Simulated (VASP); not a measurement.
HfC: single point with PBEsol

HfC:

```xyz
2
Lattice="0.0000 2.3250 2.3250 2.3250 0.0000 2.3250 2.3250 2.3250 0.0000" Properties=species:S:1:pos:R:3 pbc="T T T"
Hf    2.3250    2.3250    2.3250
C     0.0000   -0.1500    0.0000
```

This cell differs from its parent crystal: all C atoms moved -0.150 Å, as atom 2 along Cartesian [0 1 0].

```yaml
Program: VASP 6.6.1
Task: single point
Functional: PBEsol
Potentials_or_basis: VASP PAW PBE potentials, release 64 (Hf_pv, C)
Cutoff: 520 eV
k_mesh: 18 × 18 × 18
Occupations: gaussian, width 0.15 eV
Spin: no spin polarisation
Dipole_correction: no
Further_INCAR_settings: ALGO = Normal; EDIFF = 1e-07; NBANDS = 14
```

```json
{"Pressure": "-4.9 GPa", "Largest force": "1.148 eV/Å", "Band gap on the k mesh": "zero (band 7 reaches 6.48 eV, above the bottom of band 8 at 5.33 eV)"}
```

Forces on the atoms (eV/Å):
```
Hf   0.000 -1.148  0.000
C    0.000  1.148  0.000
```

Stress tensor (GPa, compression positive):
```
-7.24  0.00  0.00
 0.00 -0.33  0.00
 0.00  0.00 -7.24
```

Levels at points of the mesh, in eV from the Fermi level:
```csv
k point,band 5,band 6,band 7,band 8,band 9,band 10
"(0.00, 0.00, 0.00)",0.19,0.19,0.47,1.27,2.10,2.10
"(0.50, 0.00, 0.00)",-6.21,-3.05,-3.01,5.09,5.24,5.62
"(0.50, 0.50, 0.00)",-2.67,-2.32,-0.21,0.33,5.34,6.63
"(0.50, 0.00, 0.50)",-2.60,-1.92,-0.15,-0.15,5.24,6.63
```

Wall time 38 s on 1 thread of Intel(R) Xeon(R) 6975P-C (Granite Rapids), on a shared host, peak memory 0.29 GiB.

Caveat: the cell differs from its parent crystal (all C atoms moved -0.150 Å, as atom 2 along Cartesian [0 1 0]); the PAW data sets were made with another functional, which shifts forces and pressure a little; spin-orbit coupling is left out, which moves the levels of the heavy elements.
